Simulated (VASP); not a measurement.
Crystal: Hg.

```
Hg
1.0
     3.21417    0.00000    0.00000
     0.00000    3.21417    0.00000
     0.00000    0.00000    3.21417
Hg
1
Direct
  0.00000 0.00000 0.00000
```

| Quantity | Value |
| --- | --- |
| Program | VASP 6.6.1 |
| Task | relaxation of cell and atoms |
| Functional | PBEsol |
| Potentials or basis | VASP PAW PBE potentials, release 64 (Hg) |
| Cutoff | 600 eV |
| k mesh | 6 × 6 × 6 |
| Occupations | gaussian, width 0.1 eV |
| Spin | no spin polarisation |

At the start: pressure -3.9 GPa; volume 33.21 Å³/atom.

Task: Where does the relaxation end?

Result: Over 7 steps the energy falls by 152.2 meV/atom and the volume is 25.54 Å³/atom (-23.1 %); space group Pm-3m (No. 221, to 0.1 Å) before and after.

The path:
```
step  energy change (eV)  largest force (eV/Å)  pressure (GPa)  volume (Å³)
   1              0.0000                0.0000           -3.92        33.21
   2             -0.0854                0.0000           -3.78        29.45
   3              0.2178                0.0000           28.20        19.91
   4             -0.1272                0.0000           -3.39        27.70
   5             -0.1226                0.0000            5.25        23.59
   6             -0.1515                0.0000           -0.63        25.88
   7             -0.1522                0.0000            0.04        25.54
```

Final structure:
```
Hg
1.0
     2.94511    0.00000    0.00000
     0.00000    2.94511    0.00000
     0.00000    0.00000    2.94511
Hg
1
Cartesian
  0.0000 0.0000 0.0000
```

Caveat: the volume moved by over 15 % at a fixed basis, so the end points are rough; the PAW data sets were made with another functional, which shifts forces and pressure a little.
